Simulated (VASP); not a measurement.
Wanted: the native input for a VASP 6.6.1 run.

```yaml
Task: single point
Functional: r2SCAN
Potentials_or_basis: VASP PAW PBE potentials, release 64 (Si, C)
Cutoff: 520 eV
k_mesh: 12 × 12 × 6
Occupations: gaussian, width 0.05 eV
Spin: no spin polarisation
Dipole_correction: no
Further_INCAR_settings: ALGO = Normal; EDIFF = 1e-07; NBANDS = 16
```

Crystal: SiC.

```
Si C
1.0
     3.07600    0.00000    0.00000
    -1.53800    2.66389    0.00000
     0.00000    0.00000    5.04800
Si C
2 2
Direct
  0.30518 0.61036 0.00000
  0.69482 0.38964 0.50000
  0.35867 0.71733 0.38500
  0.64133 0.28267 0.88500
```

This cell differs from its parent crystal: atoms displaced along a vibrational mode.

These files were run (other wordings do the same):

POSCAR

```
SiC
1.0
    3.0759982064      0.0000000000      0.0000000000
   -1.5379991032      2.6638925888      0.0000000000
    0.0000000000      0.0000000000      5.0480000000
Si C
2 2
Direct
    0.3051790450      0.6103580900      0.0000000000
    0.6948209550      0.3896419100      0.5000000000
    0.3586651626      0.7173303251      0.3850000000
    0.6413348374      0.2826696749      0.8850000000
```

INCAR.step1

```
SYSTEM = SiC
PREC = Accurate ; ENCUT = 520
ISMEAR = 0 ; SIGMA = 0.05
LREAL = .FALSE. ; LASPH = .TRUE.
NELM = 100 ; NBANDS = 16
GGA = PE ; ALGO = Normal
EDIFF = 1E-4 ; LWAVE = .TRUE.
LCHARG = .FALSE.
```

INCAR.step2

```
SYSTEM = SiC
PREC = Accurate ; ENCUT = 520
EDIFF = 1E-7 ; ISMEAR = 0
SIGMA = 0.05 ; LREAL = .FALSE.
LASPH = .TRUE. ; NELM = 100
ALGO = Normal ; ISIF = 2
LWAVE = .FALSE. ; LCHARG = .TRUE.
METAGGA = R2SCAN ; LMIXTAU = .TRUE.
LELF = .TRUE. ; LVHAR = .TRUE.
NBANDS = 16 ; ISTART = 1
```

KPOINTS

```
regular mesh
0
G
  12 12 6
  0 0 0
```

Potentials or basis: VASP PAW PBE potentials, release 64 (Si, C).

Run with:

```sh
$ cat potpaw_PBE.64/Si/POTCAR potpaw_PBE.64/C/POTCAR > POTCAR
$ cp INCAR.step1 INCAR
$ mpirun -np 1 vasp_std > vasp.out
$ cp INCAR.step2 INCAR
$ mpirun -np 1 vasp_std > vasp.out
```

Results of the run:

```json
{
  "Pressure": "-0.4 GPa",
  "Largest force": "1.332 eV/Å",
  "Band gap on the k mesh": "2.43 eV (least direct gap 4.49 eV)"
}
```

Caveat: the cell differs from its parent crystal (atoms displaced along a vibrational mode); the PAW data sets were made with another functional, which shifts forces and pressure a little.

Run time: 5.1 min on 1 thread of AMD EPYC 9R45 (Zen 5) (shared host), peak memory 0.19 GiB.
